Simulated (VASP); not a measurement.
The system is SiC.

```
CELL_PARAMETERS angstrom
3.07600 0.00000 0.00000
-1.53800 2.66389 0.00000
0.00000 0.00000 5.04800
ATOMIC_POSITIONS crystal
Si 0.33333 0.66667 0.00000
Si 0.66667 0.33333 0.50000
C 0.33333 0.66667 0.38500
C 0.66667 0.33333 0.88500
```

- Program: VASP 6.6.1
- Task: relaxation of cell and atoms
- Functional: PBEsol
- Potentials or basis: VASP PAW PBE potentials, release 64 (Si, C)
- Cutoff: 600 eV
- k mesh: 12 × 12 × 6
- Occupations: fermi-dirac, width 0.1 eV
- Spin: no spin polarisation

At the start: pressure 0.5 GPa; volume 10.34 Å³/atom.

Q: How do energy, volume and symmetry change on relaxing?

A: Over 7 steps the energy falls by 9.0 meV/atom and the volume is 10.35 Å³/atom (+0.1 %); space group P6_3mc (No. 186, to 0.1 Å) before and after.

The path:
| step | energy change (eV) | largest force (eV/Å) | pressure (GPa) | volume (Å³) |
| --- | --- | --- | --- | --- |
| 1 | 0.0000 | 0.7509 | 0.48 | 41.36 |
| 2 | -0.0027 | 0.6809 | -0.53 | 41.55 |
| 3 | -0.0330 | 0.0717 | -0.34 | 41.46 |
| 4 | -0.0360 | 0.0152 | 0.27 | 41.35 |
| 5 | -0.0361 | 0.0040 | 0.19 | 41.37 |
| 6 | -0.0361 | 0.0050 | -0.15 | 41.43 |
| 7 | -0.0361 | 0.0011 | 0.00 | 41.40 |

Final structure:
```
Si C
1.0
     3.07694    0.00000    0.00000
    -1.53847    2.66471    0.00000
     0.00000    0.00000    5.04953
Si C
2 2
Direct
  0.33333 0.66667 0.00459
  0.66667 0.33333 0.50459
  0.33333 0.66667 0.38041
  0.66667 0.33333 0.88041
```

Caveat: the PAW data sets were made with another functional, which shifts forces and pressure a little.
